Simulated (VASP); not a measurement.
Set up this calculation in VASP 6.6.1, as the native input.

```yaml
Task: single point
Functional: LDA
Potentials_or_basis: VASP PAW LDA potentials, release 64 (Ba_sv, Li_sv, F)
Cutoff: 520 eV
k_mesh: 6 × 6 × 6
Occupations: gaussian, width 0.05 eV
Spin: no spin polarisation
Dipole_correction: no
Further_INCAR_settings: ALGO = Normal; EDIFF = 1e-06; NBANDS = 25
```

The structure of BaLiF3 lies in POSCAR:

```
BaLiF3
1.0
    3.9287529154      0.0000000000      0.0000000000
    0.0000000000      3.9287529154      0.0000000000
    0.0000000000      0.0000000000      4.1082390892
Ba Li F
1 1 3
Direct
    0.0000000000      0.0000000000      0.0000000000
    0.5000000000      0.5000000000      0.5000000000
    0.0000000000      0.5000000000      0.5000000000
    0.5000000000      0.5000000000      0.0000000000
    0.5000000000      0.0000000000      0.5000000000
```

This cell differs from its parent crystal: strain -0.015 along x and y, +0.030 along z.

One way to write it, as run:

INCAR

```
ALGO = Normal
EDIFF = 1E-6
ENCUT = 520
GGA = CA
ISIF = 2
ISMEAR = 0
LASPH = T
LCHARG = F
LREAL = F
LWAVE = F
NBANDS = 25
NELM = 80
PREC = Accurate
SIGMA = 0.05
```

KPOINTS

```
k-points
0
Gamma
  6 6 6
```

Potentials or basis: VASP PAW LDA potentials, release 64 (Ba_sv, Li_sv, F).

Command:

```bash
$ cat potpaw_LDA.64/Ba_sv/POTCAR potpaw_LDA.64/Li_sv/POTCAR potpaw_LDA.64/F/POTCAR > POTCAR
$ mpirun -np 1 vasp_std > vasp.out
```

Results of the run:

```yaml
Band_gap_on_the_k_mesh: 6.19 eV (least direct gap 6.23 eV)
```

Caveat: the cell differs from its parent crystal (strain -0.015 along x and y, +0.030 along z); spin-orbit coupling is left out, which moves the levels of the heavy elements.

It took 26 s on 1 thread of Intel(R) Xeon(R) 6975P-C (Granite Rapids), on a shared host, peak memory 0.18 GiB.
